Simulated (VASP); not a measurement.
Write the native input for VASP 6.6.1 that does the following.

```
Task                   : single point
Functional             : PBE
Potentials or basis    : VASP PAW PBE potentials, release 64 (Ba_sv)
Cutoff                 : 520 eV
k mesh                 : 18 × 18 × 18
Occupations            : gaussian, width 0.15 eV
Spin                   : no spin polarisation
Dipole correction      : no
Further INCAR settings : ALGO = Fast; EDIFF = 1e-07; NBANDS = 11
```

The structure of Ba lies in POSCAR:

```
Ba
1.0
   -2.5038160952      2.5038160952      2.5100913235
    2.5038160952     -2.5038160952      2.5100913235
    2.5163665518      2.5163665518     -2.5100913235
Ba
1
Direct
    0.0000000000      0.0000000000      0.0000000000
```

This cell differs from its parent crystal: strain +0.0050 x Voigt [0, 0, 0, 0, 0, 1].

These files were run (other wordings do the same):

INCAR

```
PREC     = Accurate       # precision mode
ENCUT    = 520            # plane-wave cutoff, eV
EDIFF    = 1E-7           # SCF threshold, eV
ISMEAR   = 0              # smearing method
SIGMA    = 0.15           # smearing width, eV
LREAL    = F              # projectors in reciprocal space
LASPH    = T              # aspherical terms in the spheres
NELM     = 80             # most SCF steps
ALGO     = Fast           # electronic algorithm
ISIF     = 2              # what is computed and relaxed
LWAVE    = F              # write WAVECAR
LCHARG   = F              # write CHGCAR
GGA      = PE             # functional
NBANDS   = 11             # bands
```

KPOINTS

```
Automatic mesh
0
Gamma
  18 18 18
```

Potentials or basis: VASP PAW PBE potentials, release 64 (Ba_sv).

Run with:

```bash
$ cat potpaw_PBE.64/Ba_sv/POTCAR > POTCAR
$ mpirun -np 1 vasp_std > vasp.out
```

It gave:

- Pressure: 0.1 GPa
- Band gap on the k mesh: zero (bands 5 and 6 overlap by 1.00 eV)

Caveat: the cell differs from its parent crystal (strain +0.0050 x Voigt [0, 0, 0, 0, 0, 1]); spin-orbit coupling is left out, which moves the levels of the heavy elements.

It took 2.5 min on 1 thread of Intel(R) Xeon(R) 6975P-C (Granite Rapids), with other jobs on the host, peak memory 0.66 GiB.
